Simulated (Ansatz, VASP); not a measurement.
Two plane-wave programs on Ta2NbO3

```
Ta Nb O
1.0
     2.55399    1.47455    3.96776
    -2.55399    1.47455    3.96776
     0.00000   -2.94909    3.96776
Ta Nb O
2 1 3
Direct
  0.77632 0.77632 0.77632
  0.22368 0.22368 0.22368
  0.50000 0.50000 0.50000
  0.00000 0.50000 0.50000
  0.50000 0.00000 0.50000
  0.50000 0.50000 0.00000
```

Change from the starting cell: species swapped into the Eu2Al3Ga type (R-3m, No. 166).

Alike in both runs: functional PBE; k mesh 6 × 6 × 6; occupations gaussian, width 0.1 eV; no spin polarisation.

Ansatz relaxed the structure, and its values are those at the end. VASP's run is a single point on that final structure, the one shown.

```csv
,VASP,Ansatz
version,VASP 6.6.1,Ansatz 0.2.0
potentials or method,"VASP PAW PBE potentials, release 64 (Ta_sv_GW, Nb_sv, O), cutoff 600 eV","scalar-relativistic, plane waves, PAW"
valence electrons in the cell,57,57
```

Ansatz gave:

```
gap on the k mesh at the Fermi level (eV) : none
pressure (GPa)                            : 0.0
rms of the force components (eV/Å)        : 0.005
```

Problem. Estimate VASP's values.

Solution. gap on the k mesh at the Fermi level (eV): none; pressure (GPa): -0.1; rms of the force components (eV/Å): 0.025.

A gap of «none» marks a metal or a gap that the smearing closes. The functional is the same, so the differences come from potentials, cutoffs and numerics.

Neither program's run includes spin-orbit coupling.
